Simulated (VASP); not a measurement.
# SiC (R-3m) in VASP: notebook

The runs below take SiC through single point, with PBE, r2SCAN.

All numbers are computed with VASP 6.6.1; they aren't measurements. Logs are shortened: lines on timing, memory, paths and dates and some standing lists are left out, and cuts for length are marked.

## (1) The cell of the first run

Symmetry: R-3m, No. 166, trigonal system. Conventional cell: a = 2.931 Å, b = 2.931 Å, c = 15.964 Å, α = 90.00°, β = 90.00°, γ = 120.00°. C (site symmetry 3m) has 1 C at 1.59 Å and 3 Si at 1.83 Å within 2.1 Å. Si (site symmetry 3m) has 3 C at 1.83 Å and 1 Si at 2.36 Å within 2.4 Å.

## (2) Single point, PBE (biaxial xy strain -4.9%)

INCAR reads:

```
SYSTEM = SiC
PREC = Accurate
ENCUT = 520
EDIFF = 1E-6
ISMEAR = -1
SIGMA = 0.02
LREAL = .FALSE.
LASPH = .TRUE.
NELM = 100
ALGO = Normal
ISIF = 2
LWAVE = .FALSE.
LCHARG = .FALSE.
GGA = PE
NBANDS = 16
```

KPOINTS reads:

```
Automatic mesh
0
G
  10 10 10
  0 0 0
```

POSCAR reads:

```
SiC
1.0
    1.4657416605      0.8462463422      5.3212273465
   -1.4657416605      0.8462463422      5.3212273465
    0.0000000000     -1.6924926845      5.3212273465
C Si
2 2
Direct
    0.4503465656      0.4503465656      0.4503465656
    0.5496534344      0.5496534344      0.5496534344
    0.9261347269      0.9261347269      0.9261347269
    0.0738652731      0.0738652731      0.0738652731
```

Potentials or basis: VASP PAW PBE potentials, release 64 (C, Si).

The run is started by

```sh
> cat potpaw_PBE.64/C/POTCAR potpaw_PBE.64/Si/POTCAR > POTCAR
> mpirun -np 1 vasp_std > vasp.out
```

OUTCAR:

```text
SYSTEM = SiC
   PREC = Accurate
   ENCUT = 520
   EDIFF = 1E-6
   ISMEAR = -1
   LREAL = .FALSE.
   LASPH = .TRUE.
   NELM = 100
   ISIF = 2
   GGA = PE

 ion  position               nearest neighbor table
   1  0.450  0.450  0.450-   2 1.59   4 1.83   4 1.83   4 1.83
   2  0.550  0.550  0.550-   1 1.59   3 1.83   3 1.83   3 1.83
   3  0.926  0.926  0.926-   2 1.83   2 1.83   2 1.83   4 2.36
   4  0.074  0.074  0.074-   1 1.83   1 1.83   1 1.83   3 2.36

  LATTYP: Found a trigonal (rhomboedric) cell.
 ALAT       =     5.5839047234
 COS(alpha) =     0.8621937672

  Lattice vectors:

 A1 = (   1.4657416605,   0.8462463422,   5.3212273465)
 A2 = (  -1.4657416605,   0.8462463422,   5.3212273465)
 A3 = (   0.0000000000,  -1.6924926845,   5.3212273465)

Analysis of symmetry for initial positions (statically):
=====================================================================
 Subroutine PRICEL returns:
 Original cell was already a primitive cell.

 Routine SETGRP: Setting up the symmetry group for a
 trigonal (rhombohedral) supercell.

 Subroutine GETGRP returns: Found 12 space group operations
 (whereof 12 operations were pure point group operations)
 out of a pool of 12 trial point group operations.

The static configuration has the point symmetry D_3d.

Analysis of symmetry for dynamics (positions and initial velocities):
=====================================================================
 Subroutine PRICEL returns:
 Original cell was already a primitive cell.

 Routine SETGRP: Setting up the symmetry group for a
 trigonal (rhombohedral) supercell.

 Subroutine GETGRP returns: Found 12 space group operations
 (whereof 12 operations were pure point group operations)
 out of a pool of 12 trial point group operations.

The dynamic configuration has the point symmetry D_3d.

 Subroutine INISYM returns: Found 12 space group operations
 (whereof 12 operations are pure point group operations),
 and found     1 'primitive' translations

----------------------------------------------------------------------------------------

                                     Primitive cell

  volume of cell :      39.6020

  direct lattice vectors                    reciprocal lattice vectors
     1.465741660  0.846246342  5.321227346     0.341124233  0.196948168  0.062642190
    -1.465741660  0.846246342  5.321227346    -0.341124233  0.196948168  0.062642190
     0.000000000 -1.692492684  5.321227346     0.000000000 -0.393896336  0.062642190

  length of vectors
     5.583904723  5.583904723  5.583904723     0.398846295  0.398846295  0.398846295

  position of ions in fractional coordinates (direct lattice)
     0.450346566  0.450346566  0.450346566
     0.549653434  0.549653434  0.549653434
     0.926134727  0.926134727  0.926134727
     0.073865273  0.073865273  0.073865273

  ion indices of the primitive-cell ions
   primitive index   ion index
                 1           1
                 2           2
                 3           3
                 4           4

----------------------------------------------------------------------------------------

 KPOINTS: Automatic mesh

Automatic generation of k-mesh.
 Grid dimensions read from file:
 generate k-points for:   10   10   10

 Generating k-lattice:

  Cartesian coordinates                     Fractional coordinates (reciprocal lattice)
     0.034112423  0.019694817  0.006264219     0.100000000  0.000000000  0.000000000
    -0.034112423  0.019694817  0.006264219     0.000000000  0.100000000  0.000000000
     0.000000000 -0.039389634  0.006264219     0.000000000  0.000000000  0.100000000

  Length of vectors
     0.039884630  0.039884630  0.039884630

  Shift w.r.t. Gamma in fractional coordinates (k-lattice)
     0.000000000  0.000000000  0.000000000

 Subroutine IBZKPT returns following result:
 ===========================================

 Found    116 irreducible k-points:

 Following reciprocal coordinates:
            Coordinates               Weight
  0.000000  0.000000  0.000000      1.000000
  0.100000  0.000000 -0.000000      6.000000
  0.200000  0.000000 -0.000000      6.000000
  0.300000 -0.000000  0.000000      6.000000
  0.400000  0.000000 -0.000000      6.000000
  0.500000  0.000000  0.000000      3.000000
[... 16 lines left out ...]
  0.300000  0.300000  0.000000      6.000000
  0.400000  0.300000 -0.000000     12.000000
 [... further k-points ...]
   k-points           NKPTS =    116   k-points in BZ     NKDIM =    116   number of bands    NBANDS=     16
   number of dos      NEDOS =    301   number of ions     NIONS =      4
   total plane-waves  NPLWV =  74088
   dimension x,y,z NGX =    42 NGY =   42 NGZ =   42
   dimension x,y,z NGXF=    84 NGYF=   84 NGZF=   84
   ions per type =               2   2
   NGX,Y,Z   is equivalent  to a cutoff of  12.50, 12.50, 12.50 a.u.
   NGXF,Y,Z  is equivalent  to a cutoff of  25.01, 25.01, 25.01 a.u.
 SYSTEM =  SiC
   PREC   = accura    normal or accurate (medium, high low for compatibility)
   ISTART =      0    job   : 0-new  1-cont  2-samecut
   ICHARG =      2    charge: 1-file 2-atom 10-const
   ISPIN  =      1    spin polarized calculation?
   LNONCOLLINEAR =      F non collinear calculations
   LSORBIT =      F    spin-orbit coupling
   LASPH  =      T    aspherical Exc in radial PAW
   ENCUT  =  520.0 eV  38.22 Ry    6.18 a.u.  10.38 10.38 10.38*2*pi/ulx,y,z
   NELM   =    100;   NELMIN=  2; NELMDL= -5     # of ELM steps
   EDIFF  = 0.1E-05   stopping-criterion for ELM
   LREAL  =      F    real-space projection
   EDIFFG = 0.1E-04   stopping-criterion for IOM
   NSW    =      0    number of steps for IOM
   IBRION =     -1    ionic relax: 0-MD 1-quasi-New 2-CG
   NFREE  =      0    steps in history (QN), initial steepest desc. (CG)
   ISIF   =      2    stress and relaxation
   ISYM   =      2    0-nonsym 1-usesym 2-fastsym
   POTIM  = 0.5000    time-step for ionic-motion
   TEBEG  =    0.0;   TEEND  =   0.0 temperature during run
   PSTRESS=    0.0 pullay stress
   NELECT =      16.0000    total number of electrons
   NUPDOWN=      -1.0000    fix difference up-down
   EMIN   =  10.00;   EMAX   =-10.00  energy-range for DOS
   EFERMI =   0.00;   METHOD = LEGACY
   ISMEAR =    -1;   SIGMA  =   0.02  broadening in eV -4-tet -1-fermi 0-gaus
   EFERMI_NEDOS =   21; number of points for ismear=-14 and -15
   IALGO  =     38    algorithm
   IMIX   =      4    mixing-type and parameters
     AMIX     =   0.40;   BMIX     =  1.00
     AMIX_MAG =   1.60;   BMIX_MAG =  1.00
  volume/ion in A,a.u.               =       9.90        66.81
  Fermi-wavevector in a.u.,A,eV,Ry     =   1.210252  2.287044 19.928580  1.464709
  Thomas-Fermi vector in A             =   2.345804
   LORBIT       =      0    0 simple, 1 ext, 2 COOP (PROOUT), +10 PAW based schemes
   GGA     = PE    functional components
   LHFCALC =     F    Hartree Fock is set to
   AEXX    =    0.0000 exact exchange contribution
   IVDW    =     0    specifies the selected vdW correction
   LEPSILON=     F    determine dielectric tensor
   LRPA    =     F    only Hartree local field effects (RPA)
 non-spin polarized calculation
  energy-cutoff  :      520.00
  volume of cell :       39.60
 maximum number of plane-waves:      1093
 NGX is ok and might be reduce to    42
   NGX = 21   NGY = 21   NGZ = 21

 number of electron      16.0000000 magnetization

 Free energy of the ion-electron system (eV)
  ---------------------------------------------------
  ext. energy  EPLUGINS =         0.00000000
  ---------------------------------------------------
  free energy    TOTEN  =       -28.31053213 eV

  energy without entropy =      -28.30993621  energy(sigma->0) =      -28.31023417

 E-fermi :   9.9407     XC(G=0): -11.5617

 val. band max:        9.9392839149   @ k =   0.2000   0.2000   0.2000
 cond. band min:       9.9423724322   @ k =   0.1000   0.1000   0.1000
 fundamental gap:      0.0030885173
 Fermi energy:         9.9406811365

 k-point     1 :       0.0000    0.0000    0.0000
  band No.  band energies     occupation
      1      -7.6565      2.00000
      2      -3.8314      2.00000
      3      -0.6983      2.00000
      4       7.2990      2.00000
      5       7.2990      2.00000
      6       8.1096      2.00000
[... 8 lines left out ...]
     15      17.4538      0.00000
     16      22.1943      0.00000

 k-point     2 :       0.1000    0.0000   -0.0000
  band No.  band energies     occupation
      1      -7.4698      2.00000
      2      -3.6676      2.00000
      3      -0.4978      2.00000
      4       6.4368      2.00000
      5       7.0755      2.00000
      6       8.0489      2.00000
[... 8 lines left out ...]
     15      17.9282      0.00000
     16      21.4621      0.00000

 k-point     3 :       0.2000    0.0000   -0.0000
  band No.  band energies     occupation
      1      -6.9208      2.00000
      2      -3.1835      2.00000
      3       0.0690      2.00000
      4       4.5910      2.00000
      5       6.5635      2.00000
      6       7.2106      2.00000
[... 8 lines left out ...]
     15      19.2354      0.00000
     16      20.1359      0.00000

 k-point     4 :       0.3000   -0.0000    0.0000
  band No.  band energies     occupation
      1      -6.0536      2.00000
      2      -2.4164      2.00000
      3       0.7450      2.00000
      4       2.7894      2.00000
      5       5.1603      2.00000
      6       6.0325      2.00000
[... 8 lines left out ...]
     15      19.9235      0.00000
     16      20.7214      0.00000
[... 324 lines left out ...]
 k-point    22 :      -0.2000    0.2000    0.0000
  band No.  band energies     occupation
      1      -5.5964      2.00000
      2      -1.7789      2.00000
      3       0.7294      2.00000
      4       2.9155      2.00000
      5       4.2749      2.00000
      6       4.9181      2.00000
[... 8 lines left out ...]
     15      18.9337      0.00000
     16      19.4485      0.00000

 k-point    23 :       0.3000    0.3000    0.0000
  band No.  band energies     occupation
      1      -5.9929      2.00000
      2      -2.7096      2.00000
      3       1.1747      2.00000
      4       2.9196      2.00000
      5       4.6688      2.00000
      6       5.9128      2.00000
[... 8 lines left out ...]
     15      20.2038      0.00000
     16      21.4013      0.00000

 k-point    24 :       0.4000    0.3000   -0.0000
  band No.  band energies     occupation
      1      -5.3542      2.00000
      2      -2.1466      2.00000
      3       1.0654      2.00000
      4       2.5967      2.00000
      5       3.9753      2.00000
      6       4.9956      2.00000
[... 8 lines left out ...]
     15      20.4715      0.00000
     16      21.1602      0.00000

 [... further k-points ...]

------------------------ aborting loop because EDIFF is reached ----------------------------------------

  FORCE on cell =-STRESS in cart. coord.  units (eV):
  Direction    XX          YY          ZZ          XY          YZ          ZX
  --------------------------------------------------------------------------------------
  -------------------------------------------------------------------------------------
  Total        9.0404870      9.0404870      2.0820810      0.0000000     -0.0000000      0.0000000
  in kB      365.7506507    365.7506507     84.2346749      0.0000000     -0.0000000      0.0000000
  external PRESSURE =     271.9119921 kB  Pullay stress =       0.0000000 kB

 VOLUME and BASIS-vectors are now :
 -----------------------------------------------------------------------------
  energy-cutoff  :      520.00
  volume of cell :       39.60
      direct lattice vectors                 reciprocal lattice vectors
     1.465741660  0.846246342  5.321227346     0.341124233  0.196948168  0.062642190
    -1.465741660  0.846246342  5.321227346    -0.341124233  0.196948168  0.062642190
     0.000000000 -1.692492684  5.321227346     0.000000000 -0.393896336  0.062642190

 POSITION                                       TOTAL-FORCE (eV/Angst)
 -----------------------------------------------------------------------------------
      0.00000     -0.00000      7.18919         0.000000     -0.000000      0.359851
      0.00000     -0.00000      8.77449         0.000000      0.000000     -0.359851
      0.00000     -0.00000     14.78452         0.000000     -0.000000      0.300086
      0.00000     -0.00000      1.17916         0.000000      0.000000     -0.300086
 -----------------------------------------------------------------------------------
    total drift:                                0.000000      0.000000      0.000000

  FREE ENERGIE OF THE ION-ELECTRON SYSTEM (eV)
  ---------------------------------------------------
  free  energy   TOTEN  =       -28.3105321317 eV

  energy  without entropy=      -28.3099362101  energy(sigma->0) =      -28.31023417
```

It took 93 s on 1 thread of Intel Xeon 6975P-C (Granite Rapids), shared host; peak memory 0.26 GiB.

What came out:

```yaml
Free_energy: -28.3105 eV
Pressure: 27.2 GPa
Largest_force: 0.360 eV/Å
Band_gap_on_the_k_mesh: zero (band 8 reaches 9.94 eV, above the bottom of band 9 at 9.60 eV)
```

Forces on the atoms (eV/Å):
```
C    0.000  0.000  0.360
C    0.000  0.000 -0.360
Si   0.000  0.000  0.300
Si   0.000  0.000 -0.300
```

Stress tensor (GPa, compression positive):
```
36.58  0.00  0.00
 0.00 36.58  0.00
 0.00  0.00  8.42
```

Levels at points of the mesh, in eV from the Fermi level:
```tsv
k point	band 5	band 6	band 7	band 8	band 9	band 10	band 11	band 12
(0.00, 0.00, 0.00)	-2.64	-1.83	0.00	0.00	2.83	4.87	6.82	6.82
(0.50, 0.00, 0.00)	-6.33	-4.42	-4.41	-2.09	1.91	3.74	3.85	6.42
(0.50, 0.50, 0.00)	-5.73	-4.58	-1.90	-1.66	-0.34	2.27	4.08	5.91
(0.50, 0.50, 0.50)	-2.65	-2.65	-0.01	-0.01	4.77	6.09	6.42	6.42
```

Caveat: the cell differs from its parent crystal (biaxial xy strain -4.9%).

## (3) Single point, r2SCAN (biaxial xy strain -4.9%)

POSCAR is that of step 2.

INCAR.step1 reads:

```
SYSTEM = SiC
PREC = Accurate
ENCUT = 520
ISMEAR = -1
SIGMA = 0.02
LREAL = .False.
LASPH = .True.
NELM = 80
NBANDS = 16
GGA = PE
ALGO = Normal
EDIFF = 1E-4
LWAVE = .True.
LCHARG = .False.
```

INCAR.step2 reads:

```
SYSTEM = SiC
PREC = Accurate
ENCUT = 520
EDIFF = 1E-7
ISMEAR = -1
SIGMA = 0.02
LREAL = .False.
LASPH = .True.
NELM = 80
ALGO = Normal
ISIF = 2
LWAVE = .False.
LCHARG = .True.
METAGGA = R2SCAN
LMIXTAU = .True.
LELF = .True.
LVHAR = .True.
NBANDS = 16
ISTART = 1
```

KPOINTS reads:

```
regular mesh
0
Gamma
  10 10 10
  0 0 0
```

Potentials or basis: VASP PAW PBE potentials, release 64 (C, Si).

The run is started by

```sh
> cat potpaw_PBE.64/C/POTCAR potpaw_PBE.64/Si/POTCAR > POTCAR
> cp INCAR.step1 INCAR
> mpirun -np 1 vasp_std > vasp.out
> cp INCAR.step2 INCAR
> mpirun -np 1 vasp_std > vasp.out
```

Wall time 5.6 min (1 thread of Intel Xeon 6975P-C (Granite Rapids), shared host); peak memory 0.3 GiB.

The run converged. Its results:

```
Free energy            : -36.7055 eV
Pressure               : 24.9 GPa
Largest force          : 0.056 eV/Å
Band gap on the k mesh : zero (band 8 reaches 9.90 eV, above the bottom of band 9 at 9.75 eV)
```

Forces on the atoms (eV/Å):
```
C    0.000  0.000 -0.056
C    0.000  0.000  0.056
Si   0.000  0.000 -0.009
Si   0.000  0.000  0.009
```

Stress tensor (GPa, compression positive):
```
34.60  0.00  0.00
 0.00 34.60  0.00
 0.00  0.00  5.45
```

Levels at points of the mesh, in eV from the Fermi level:
```
           k point  band 6  band 7  band 8  band 9  band 10  band 11
(0.00, 0.00, 0.00)   -1.91   -0.02   -0.02    3.06     5.38     7.23
(0.50, 0.00, 0.00)   -4.67   -4.67   -2.23    2.21     4.18     4.27
(0.50, 0.50, 0.00)   -4.85   -2.06   -1.78   -0.18     2.66     4.47
(0.50, 0.50, 0.50)   -2.84   -0.04   -0.04    5.29     6.56     6.82
```

Caveat: the cell differs from its parent crystal (biaxial xy strain -4.9%); the PAW data sets were made with another functional, which shifts forces and pressure a little.
